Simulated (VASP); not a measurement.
ZrB2: single point with PBE

The system is ZrB2.

```
CELL_PARAMETERS angstrom
-1.45692 1.45692 3.57401
1.45692 -1.45692 3.57401
1.45692 1.45692 -3.57401
ATOMIC_POSITIONS crystal
Zr 0.00000 0.00000 0.00000
B 0.66500 0.66500 0.00000
B 0.33500 0.33500 0.00000
```

| Quantity | Value |
| --- | --- |
| Program | VASP 6.6.1 |
| Task | single point |
| Functional | PBE |
| Potentials or basis | VASP PAW PBE potentials, release 64 (Zr_sv, B) |
| Cutoff | 520 eV |
| k mesh | 8 × 8 × 8 |
| Occupations | gaussian, width 0.1 eV |
| Spin | no spin polarisation |
| Dipole correction | no |
| Further INCAR settings | ALGO = Normal; EDIFF = 1e-06; NBANDS = 16 |

```yaml
Pressure: 37.8 GPa
Largest_force: 1.702 eV/Å
Band_gap_on_the_k_mesh: zero (bands 9 and 10 overlap by 2.92 eV)
```

Forces on the atoms (eV/Å):
```
Zr   0.000  0.000  0.000
B    0.000  0.000  1.702
B    0.000  0.000 -1.702
```

Stress tensor (GPa, compression positive):
```
46.19  0.00  0.00
 0.00 46.19  0.00
 0.00  0.00 20.96
```

Levels at points of the mesh, in eV from the Fermi level:
| k point | band 6 | band 7 | band 8 | band 9 | band 10 | band 11 | band 12 | band 13 |
| --- | --- | --- | --- | --- | --- | --- | --- | --- |
| (0.00, 0.00, 0.00) | -5.49 | -1.21 | -0.98 | -0.98 | -0.78 | 5.22 | 5.22 | 5.65 |
| (0.50, 0.00, 0.00) | -6.51 | -2.99 | -2.32 | -0.69 | -0.38 | 3.96 | 4.13 | 5.14 |
| (0.50, 0.50, 0.00) | -5.80 | -3.33 | -2.59 | -2.30 | -1.21 | 2.62 | 4.69 | 8.51 |
| (0.50, 0.50, 0.50) | -8.37 | -1.65 | 1.04 | 1.04 | 1.40 | 2.75 | 2.75 | 4.59 |

Run time: 56 s on 1 thread of Intel Xeon 8259CL (shared host), peak memory 0.19 GiB.

Caveat: the stress differs along the axes, from 21 to 46 GPa; forces of over 1 eV/Å act on the atoms, so gaps and moduli don't describe the material at rest.
